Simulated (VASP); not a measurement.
Set up this calculation in VASP 6.6.1, as the native input.

* Task: single point
* Functional: PBE
* Potentials or basis: VASP PAW PBE potentials, release 64 (Ta_pv)
* Cutoff: 520 eV
* k mesh: 18 × 18 × 18
* Occupations: gaussian, width 0.15 eV
* Spin: no spin polarisation
* Dipole correction: no
* Further INCAR settings: ALGO = Fast; EDIFF = 1e-06; NBANDS = 12

The structure of Ta lies in POSCAR:

```
Ta
1.0
   -1.5682119726      1.6594835689      1.6594835689
    1.5682119726     -1.6594835689      1.6594835689
    1.5682119726      1.6594835689     -1.6594835689
Ta
1
Direct
    0.0000000000      0.0000000000      0.0000000000
```

This cell differs from its parent crystal: normal strain along x -0.0550, normal strain along z +0.0000.

One way to write it, as run:

INCAR

```
  ALGO = Fast
  EDIFF = 1E-6
  ENCUT = 520
  GGA = PE
  ISIF = 2
  ISMEAR = 0
  LASPH = T
  LCHARG = F
  LREAL = F
  LWAVE = F
  NBANDS = 12
  NELM = 100
  PREC = Accurate
  SIGMA = 0.15
```

KPOINTS

```
k-points
0
Gamma
  18 18 18
```

Potentials or basis: VASP PAW PBE potentials, release 64 (Ta_pv).

Command:

```sh
$ cat potpaw_PBE.64/Ta_pv/POTCAR > POTCAR
$ mpirun -np 1 vasp_std > vasp.out
```

Results of the run:

| Property | Result |
| --- | --- |
| Pressure | 12.8 GPa |

Caveat: the cell differs from its parent crystal (normal strain along x -0.0550, normal strain along z +0.0000).

Wall time 32 s on 1 thread of Intel(R) Xeon(R) 6975P-C (Granite Rapids) (shared host), peak memory 0.22 GiB.
